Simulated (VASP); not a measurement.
# TiSe (P6_3/mmc) in VASP: notebook

TiSe is run at these levels: PBEsol; tasks: single point, relaxation of shape and atoms at fixed volume.

All numbers are computed with VASP 6.6.1; they aren't measurements. Logs are shortened: lines on timing, memory, paths and dates and some standing lists are left out, and cuts for length are marked.

## 1. The cell of the first run

Symmetry: P6_3/mmc, No. 194, hexagonal system. The conventional cell has a = 3.385 Å, b = 3.385 Å, c = 6.777 Å, α = 90.00°, β = 90.00°, γ = 120.00°. Within 3.4 Å of Ti (site symmetry -3m) lie 6 Se at 2.59 Å and 8 Ti at 3.38 to 3.39 Å. Se (site symmetry -6m2) has 6 Ti at 2.59 Å and 6 Se at 3.38 Å within 3.4 Å.

## 2. Single point, PBEsol, collinear spin (16.81 Å³/atom)

The input, INCAR:

```
SYSTEM = TiSe
PREC = Accurate ; ENCUT = 520
EDIFF = 1E-7 ; ISMEAR = 0
SIGMA = 0.05 ; LREAL = .FALSE.
LASPH = .TRUE. ; NELM = 150
ALGO = Normal ; ISIF = 2
LWAVE = .FALSE. ; LCHARG = .FALSE.
ISPIN = 2 ; MAGMOM = 0.05 0.05 0 0
LORBIT = 11 ; LMAXMIX = 4
GGA = PS ; NBANDS = 30
```

The input, KPOINTS:

```
regular mesh
0
G
  10 10 6
  0 0 0
```

The input, POSCAR:

```
TiSe
1.0
    3.3849930626      0.0000000000      0.0000000000
   -1.6924965313      2.9314899838      0.0000000000
    0.0000000000      0.0000000000      6.7773022855
Ti Se
2 2
Direct
    0.0000000000      0.0000000000      0.0000000000
    0.0000000000      0.0000000000      0.5000000000
    0.3333333333      0.6666666667      0.2500000000
    0.6666666667      0.3333333333      0.7500000000
```

Potentials or basis: VASP PAW PBE potentials, release 64 (Ti_sv, Se).

The run is started by

```console
cat potpaw_PBE.64/Ti_sv/POTCAR potpaw_PBE.64/Se/POTCAR > POTCAR
mpirun -np 1 vasp_std > vasp.out
```

OUTCAR:

```text
SYSTEM = TiSe
   PREC = Accurate
   ENCUT = 520
   EDIFF = 1E-7
   ISMEAR = 0
   LREAL = .FALSE.
   LASPH = .TRUE.
   NELM = 150
   ISIF = 2
   ISPIN = 2
   LORBIT = 11
   GGA = PS

 ion  position               nearest neighbor table
   1  0.000  0.000  0.000-   3 2.59   4 2.59   3 2.59   4 2.59   4 2.59   3 2.59
   2  0.000  0.000  0.500-   3 2.59   4 2.59   3 2.59   4 2.59   4 2.59   3 2.59
   3  0.333  0.667  0.250-   1 2.59   2 2.59   1 2.59   2 2.59   1 2.59   2 2.59
   4  0.667  0.333  0.750-   1 2.59   2 2.59   1 2.59   2 2.59   1 2.59   2 2.59

  LATTYP: Found a hexagonal cell.
 ALAT       =     3.3849930626
 C/A-ratio  =     2.0021613516

  Lattice vectors:

 A1 = (   3.3849930626,   0.0000000000,   0.0000000000)
 A2 = (  -1.6924965313,   2.9314899838,   0.0000000000)
 A3 = (   0.0000000000,   0.0000000000,   6.7773022855)

Analysis of symmetry for initial positions (statically):
=====================================================================
 Subroutine PRICEL returns:
 Original cell was already a primitive cell.

 Routine SETGRP: Setting up the symmetry group for a
 hexagonal supercell.

 Subroutine GETGRP returns: Found 24 space group operations
 (whereof 12 operations were pure point group operations)
 out of a pool of 24 trial point group operations.

The static configuration has the point symmetry D_3d.
 The point group associated with its full space group is D_6h.

Analysis of symmetry for dynamics (positions and initial velocities):
=====================================================================
 Subroutine PRICEL returns:
 Original cell was already a primitive cell.

 Routine SETGRP: Setting up the symmetry group for a
 hexagonal supercell.

 Subroutine GETGRP returns: Found 24 space group operations
 (whereof 12 operations were pure point group operations)
 out of a pool of 24 trial point group operations.

The dynamic configuration has the point symmetry D_3d.
 The point group associated with its full space group is D_6h.

Analysis of structural, dynamic, and magnetic symmetry:
=====================================================================
 Subroutine PRICEL returns:
 Original cell was already a primitive cell.

 Routine SETGRP: Setting up the symmetry group for a
 hexagonal supercell.

 Subroutine GETGRP returns: Found 24 space group operations
 (whereof 12 operations were pure point group operations)
 out of a pool of 24 trial point group operations.

The overall configuration has the point symmetry D_3d.
 The point group associated with its full space group is D_6h.

 Subroutine INISYM returns: Found 24 space group operations
 (whereof 12 operations are pure point group operations),
 and found     1 'primitive' translations

----------------------------------------------------------------------------------------

                                     Primitive cell

  volume of cell :      67.2517

  direct lattice vectors                    reciprocal lattice vectors
     3.384993063  0.000000000  0.000000000     0.295421580  0.170561729  0.000000000
    -1.692496531  2.931489984  0.000000000     0.000000000  0.341123458  0.000000000
     0.000000000  0.000000000  6.777302286     0.000000000  0.000000000  0.147551335

  length of vectors
     3.384993063  3.384993063  6.777302286     0.341123458  0.341123458  0.147551335

  position of ions in fractional coordinates (direct lattice)
     0.000000000  0.000000000  0.000000000
     0.000000000  0.000000000  0.500000000
     0.333333333  0.666666667  0.250000000
     0.666666667  0.333333333  0.750000000

  ion indices of the primitive-cell ions
   primitive index   ion index
                 1           1
                 2           2
                 3           3
                 4           4

----------------------------------------------------------------------------------------

 KPOINTS: regular mesh

Automatic generation of k-mesh.
 Grid dimensions read from file:
 generate k-points for:   10   10    6

 Generating k-lattice:

  Cartesian coordinates                     Fractional coordinates (reciprocal lattice)
     0.029542158  0.017056173  0.000000000     0.100000000 -0.000000000  0.000000000
     0.000000000  0.034112346  0.000000000     0.000000000  0.100000000  0.000000000
     0.000000000  0.000000000  0.024591889     0.000000000  0.000000000  0.166666667

  Length of vectors
     0.034112346  0.034112346  0.024591889

  Shift w.r.t. Gamma in fractional coordinates (k-lattice)
     0.000000000  0.000000000  0.000000000

 Subroutine IBZKPT returns following result:
 ===========================================

 Found     56 irreducible k-points:

 Following reciprocal coordinates:
            Coordinates               Weight
  0.000000  0.000000  0.000000      1.000000
  0.100000 -0.000000  0.000000      6.000000
  0.200000 -0.000000  0.000000      6.000000
  0.300000 -0.000000  0.000000      6.000000
  0.400000  0.000000  0.000000      6.000000
  0.500000  0.000000  0.000000      3.000000
[... 16 lines left out ...]
  0.300000  0.100000  0.166667     24.000000
  0.400000  0.100000  0.166667     24.000000
 [... further k-points ...]
   k-points           NKPTS =     56   k-points in BZ     NKDIM =     56   number of bands    NBANDS=     30
   number of dos      NEDOS =    301   number of ions     NIONS =      4
   total plane-waves  NPLWV =  39200
   dimension x,y,z NGX =    28 NGY =   28 NGZ =   50
   dimension x,y,z NGXF=    56 NGYF=   56 NGZF=  100
   ions per type =               2   2
   NGX,Y,Z   is equivalent  to a cutoff of  13.75, 13.75, 12.26 a.u.
   NGXF,Y,Z  is equivalent  to a cutoff of  27.50, 27.50, 24.53 a.u.
 SYSTEM =  TiSe
   PREC   = accura    normal or accurate (medium, high low for compatibility)
   ISTART =      0    job   : 0-new  1-cont  2-samecut
   ICHARG =      2    charge: 1-file 2-atom 10-const
   ISPIN  =      2    spin polarized calculation?
   LNONCOLLINEAR =      F non collinear calculations
   LSORBIT =      F    spin-orbit coupling
   LASPH  =      T    aspherical Exc in radial PAW
   ENCUT  =  520.0 eV  38.22 Ry    6.18 a.u.   6.29  6.29 12.60*2*pi/ulx,y,z
   NELM   =    150;   NELMIN=  2; NELMDL= -5     # of ELM steps
   EDIFF  = 0.1E-06   stopping-criterion for ELM
   LREAL  =      F    real-space projection
   EDIFFG = 0.1E-05   stopping-criterion for IOM
   NSW    =      0    number of steps for IOM
   IBRION =     -1    ionic relax: 0-MD 1-quasi-New 2-CG
   NFREE  =      0    steps in history (QN), initial steepest desc. (CG)
   ISIF   =      2    stress and relaxation
   ISYM   =      2    0-nonsym 1-usesym 2-fastsym
   POTIM  = 0.5000    time-step for ionic-motion
   TEBEG  =    0.0;   TEEND  =   0.0 temperature during run
   PSTRESS=    0.0 pullay stress
   NELECT =      36.0000    total number of electrons
   NUPDOWN=      -1.0000    fix difference up-down
   EMIN   =  10.00;   EMAX   =-10.00  energy-range for DOS
   EFERMI =   0.00;   METHOD = LEGACY
   ISMEAR =     0;   SIGMA  =   0.05  broadening in eV -4-tet -1-fermi 0-gaus
   EFERMI_NEDOS =   21; number of points for ismear=-14 and -15
   IALGO  =     38    algorithm
   IMIX   =      4    mixing-type and parameters
     AMIX     =   0.40;   BMIX     =  1.00
     AMIX_MAG =   1.60;   BMIX_MAG =  1.00
  volume/ion in A,a.u.               =      16.81       113.46
  Fermi-wavevector in a.u.,A,eV,Ry     =   1.329254  2.511926 24.040355  1.766916
  Thomas-Fermi vector in A             =   2.458430
   LORBIT       =     11    0 simple, 1 ext, 2 COOP (PROOUT), +10 PAW based schemes
   GGA     = PS    functional components
   LHFCALC =     F    Hartree Fock is set to
   AEXX    =    0.0000 exact exchange contribution
   IVDW    =     0    specifies the selected vdW correction
   LEPSILON=     F    determine dielectric tensor
   LRPA    =     F    only Hartree local field effects (RPA)
 spin polarized calculation
 Gauss-broadening in eV      SIGMA  =   0.05
  energy-cutoff  :      520.00
  volume of cell :       67.25
 maximum number of plane-waves:      1838
 NGX is ok and might be reduce to    28
   NGX = 13   NGY = 13   NGZ = 25

 number of electron      36.0000003 magnetization       0.0000666

 Free energy of the ion-electron system (eV)
  ---------------------------------------------------
  ext. energy  EPLUGINS =         0.00000000
  ---------------------------------------------------
  free energy    TOTEN  =       -29.17852834 eV

  energy without entropy =      -29.17382958  energy(sigma->0) =      -29.17617896

 E-fermi :   8.6964     XC(G=0): -11.5759

 val. band max:        8.6724867499   @ k =   0.1000  -0.0000   0.5000
 cond. band min:       8.7053579997   @ k =   0.2000   0.2000   0.3333
 fundamental gap:      0.0328712498
 Fermi energy:         8.6963749670

 spin component 1

 k-point     1 :       0.0000    0.0000    0.0000
  band No.  band energies     occupation
      1     -48.3978      1.00000
      2     -48.3900      1.00000
      3     -24.9219      1.00000
      4     -24.8009      1.00000
      5     -24.7171      1.00000
      6     -24.7171      1.00000
[... 22 lines left out ...]
     29      16.7677      0.00000
     30      16.7677      0.00000

 k-point     2 :       0.1000   -0.0000    0.0000
  band No.  band energies     occupation
      1     -48.3964      1.00000
      2     -48.3887      1.00000
      3     -24.9179      1.00000
      4     -24.7988      1.00000
      5     -24.7313      1.00000
      6     -24.7203      1.00000
[... 22 lines left out ...]
     29      16.5019      0.00000
     30      17.3725      0.00000

 k-point     3 :       0.2000   -0.0000    0.0000
  band No.  band energies     occupation
      1     -48.3929      1.00000
      2     -48.3853      1.00000
      3     -24.9078      1.00000
      4     -24.7932      1.00000
      5     -24.7686      1.00000
      6     -24.7539      1.00000
[... 682 lines left out ...]
     29      15.2572      0.00000
     30      15.9095      0.00000

 k-point    24 :       0.4000    0.1000    0.1667
  band No.  band energies     occupation
      1     -48.3832      1.00000
      2     -48.3768      1.00000
      3     -24.8751      1.00000
      4     -24.8544      1.00000
      5     -24.8362      1.00000
      6     -24.7852      1.00000
[... 22 lines left out ...]
     29      14.7053      0.00000
     30      15.7686      0.00000

 [... further k-points ...]

 spin component 2

 k-point     1 :       0.0000    0.0000    0.0000
  band No.  band energies     occupation
      1     -48.3978      1.00000
      2     -48.3900      1.00000
      3     -24.9218      1.00000
      4     -24.8009      1.00000
      5     -24.7170      1.00000
      6     -24.7170      1.00000
[... 22 lines left out ...]
     29      16.7677      0.00000
     30      16.7677      0.00000

 k-point     2 :       0.1000   -0.0000    0.0000
  band No.  band energies     occupation
      1     -48.3964      1.00000
      2     -48.3887      1.00000
      3     -24.9179      1.00000
      4     -24.7988      1.00000
      5     -24.7313      1.00000
      6     -24.7203      1.00000
[... 22 lines left out ...]
     29      16.5019      0.00000
     30      17.3725      0.00000

 k-point     3 :       0.2000   -0.0000    0.0000
  band No.  band energies     occupation
      1     -48.3929      1.00000
      2     -48.3853      1.00000
      3     -24.9077      1.00000
      4     -24.7932      1.00000
      5     -24.7685      1.00000
      6     -24.7539      1.00000
[... 682 lines left out ...]
     29      15.2572      0.00000
     30      15.9095      0.00000

 k-point    24 :       0.4000    0.1000    0.1667
  band No.  band energies     occupation
      1     -48.3831      1.00000
      2     -48.3768      1.00000
      3     -24.8751      1.00000
      4     -24.8543      1.00000
      5     -24.8361      1.00000
      6     -24.7852      1.00000
[... 22 lines left out ...]
     29      14.7053      0.00000
     30      15.7686      0.00000

 [... further k-points ...]

------------------------ aborting loop because EDIFF is reached ----------------------------------------

  FORCE on cell =-STRESS in cart. coord.  units (eV):
  Direction    XX          YY          ZZ          XY          YZ          ZX
  --------------------------------------------------------------------------------------
  -------------------------------------------------------------------------------------
  Total       -0.8708479     -0.8708479     -0.8566102      0.0000000     -0.0000000      0.0000000
  in kB      -20.7467394    -20.7467394    -20.4075445      0.0000000     -0.0000000      0.0000000
  external PRESSURE =     -20.6336744 kB  Pullay stress =       0.0000000 kB

 VOLUME and BASIS-vectors are now :
 -----------------------------------------------------------------------------
  energy-cutoff  :      520.00
  volume of cell :       67.25
      direct lattice vectors                 reciprocal lattice vectors
     3.384993063  0.000000000  0.000000000     0.295421580  0.170561729  0.000000000
    -1.692496531  2.931489984  0.000000000     0.000000000  0.341123458  0.000000000
     0.000000000  0.000000000  6.777302286     0.000000000  0.000000000  0.147551335

 POSITION                                       TOTAL-FORCE (eV/Angst)
 -----------------------------------------------------------------------------------
      0.00000      0.00000      0.00000         0.000000      0.000000     -0.000000
      0.00000      0.00000      3.38865         0.000000      0.000000     -0.000000
     -0.00000      1.95433      1.69433        -0.000000     -0.000000      0.000000
      1.69250      0.97716      5.08298         0.000000      0.000000     -0.000000
 -----------------------------------------------------------------------------------
    total drift:                               -0.000000      0.000000      0.000000

  FREE ENERGIE OF THE ION-ELECTRON SYSTEM (eV)
  ---------------------------------------------------
  free  energy   TOTEN  =       -29.1785283449 eV

  energy  without entropy=      -29.1738295758  energy(sigma->0) =      -29.17617896

 total charge

# of ion       s       p       d       tot
------------------------------------------
    1        2.146   6.114   2.021  10.280
    2        2.146   6.114   2.021  10.280
    3        1.433   2.448   0.084   3.965
    4        1.433   2.448   0.084   3.965
--------------------------------------------------
tot          7.157  17.124   4.209  28.490

 magnetization (x)

# of ion       s       p       d       tot
------------------------------------------
    1        0.000   0.000   0.000   0.000
    2        0.000   0.000   0.000   0.000
    3       -0.000  -0.000   0.000  -0.000
    4       -0.000  -0.000   0.000  -0.000
--------------------------------------------------
tot          0.000  -0.000   0.000   0.000
```

Wall time 1.8 min (1 thread of Intel Xeon 6975P-C (Granite Rapids), shared host); peak memory 0.32 GiB.

Results:

| Item | Value |
| --- | --- |
| Free energy | -29.1785 eV |
| Pressure | -2.1 GPa |
| Band gap on the k mesh | zero (filled and empty bands overlap) |
| Net moment | 0.00 μB per cell |
| Valence electrons inside the program's atomic spheres | Ti 10.28; Se 3.96 |

Levels at points of the mesh, in eV from the Fermi level:
Spin up:
| k point | band 14 | band 15 | band 16 | band 17 | band 18 | band 19 | band 20 | band 21 | band 22 | band 23 |
| --- | --- | --- | --- | --- | --- | --- | --- | --- | --- | --- |
| (0.00, 0.00, 0.00) | -3.03 | -2.04 | -0.83 | -0.83 | -0.20 | -0.20 | 0.04 | 0.04 | 1.10 | 1.10 |
| (0.50, 0.00, 0.00) | -4.65 | -3.89 | -2.57 | -1.85 | -0.93 | 0.59 | 1.64 | 1.76 | 1.81 | 1.87 |
| (0.00, 0.00, 0.50) | -2.48 | -2.48 | -2.48 | -0.06 | -0.06 | 0.39 | 0.39 | 0.39 | 0.39 | 2.37 |
| (0.50, 0.00, 0.50) | -4.75 | -3.36 | -3.36 | -1.22 | -1.22 | 1.60 | 1.60 | 1.70 | 1.70 | 2.15 |
Spin down:
| k point | band 16 | band 17 | band 18 | band 19 | band 20 | band 21 |
| --- | --- | --- | --- | --- | --- | --- |
| (0.00, 0.00, 0.00) | -0.83 | -0.83 | -0.20 | -0.20 | 0.04 | 0.04 |
| (0.50, 0.00, 0.00) | -2.57 | -1.85 | -0.93 | 0.59 | 1.64 | 1.76 |
| (0.00, 0.00, 0.50) | -2.48 | -0.06 | -0.06 | 0.39 | 0.39 | 0.39 |
| (0.50, 0.00, 0.50) | -3.36 | -1.22 | -1.22 | 1.60 | 1.60 | 1.70 |

Caveat: the PAW data sets were made with another functional, which shifts forces and pressure a little.

(Part 1 of 2 ends here.)
